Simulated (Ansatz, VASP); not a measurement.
**AlN in VASP and in Ansatz**

File INCAR:

```
ALGO = Normal
EDIFF = 1E-6
ENCUT = 520
GGA = PE
ISIF = 2
ISMEAR = 0
LASPH = True
LCHARG = True
LELF = True
LREAL = False
LVHAR = True
LWAVE = False
NBANDS = 16
NELM = 80
PREC = Accurate
SIGMA = 0.05
```

KPOINTS

```
k-points
0
Gamma
  12 12 6
```

Contents of POSCAR:

```
AlN
1.0
    3.1302395629      0.0000000000      0.0704303902
   -1.5651197815      2.7108669814     -0.0352151951
    0.1129045422      0.0000000000      5.0179796548
Al N
2 2
Direct
    0.3333333333      0.6666666667      0.0017287175
    0.6666666667      0.3333333333      0.5017287175
    0.3333333333      0.6666666667      0.3832712825
    0.6666666667      0.3333333333      0.8832712825
```

Input for Ansatz:

```yaml
crystal:
  lattice:
    - [3.1302395629, 0.0, 0.0704303902]
    - [-1.5651197815, 2.7108669814, -0.0352151951]
    - [0.1129045422, 0.0, 5.0179796548]
  atoms:
    - { symbol: Al, position: [0.3333333333, 0.6666666667, 0.0017287175] }
    - { symbol: Al, position: [0.6666666667, 0.3333333333, 0.5017287175] }
    - { symbol: "N", position: [0.3333333333, 0.6666666667, 0.3832712825] }
    - { symbol: "N", position: [0.6666666667, 0.3333333333, 0.8832712825] }
basis:
  ecutwfc: 420
kpoints:
  mp_grid: { grid: [12, 12, 6] }
hamiltonian:
  xc: pbe
scf:
  occupations: { method: gaussian, width: 0.05 }
output:
  forces: true
  stress: true
  eigenvalues: true
```

Change from the starting cell: strain +0.0450 x Voigt [0, 0, 0, 0, 1, 0], atoms carried along.

Alike in both runs: task single point; functional PBE; k mesh 12 × 12 × 6; occupations gaussian, width 0.05 eV; no spin polarisation.

|  | VASP | Ansatz |
| --- | --- | --- |
| version | VASP 6.6.1 | Ansatz 0.2.0 |
| potentials or method | VASP PAW PBE potentials, release 64 (Al, N), cutoff 520 eV | scalar-relativistic, plane waves, PAW |
| valence electrons in the cell | 16 | 16 |

```tsv
	VASP	Ansatz	Ansatz less VASP
gap on the k mesh at the Fermi level (eV)	3.97	3.96	-0.009
least direct gap on the mesh (eV)	3.97	3.96	-0.009
pressure (GPa)	-0.1	0.1	+0.26
traceless stress, the component that is largest in VASP (GPa)	-5.61	-5.57	+0.034
rms of the force components (eV/Å)	0.128	0.127	-0.0006
```

Atom by atom the forces differ by 0.001 eV/Å (rms over components).
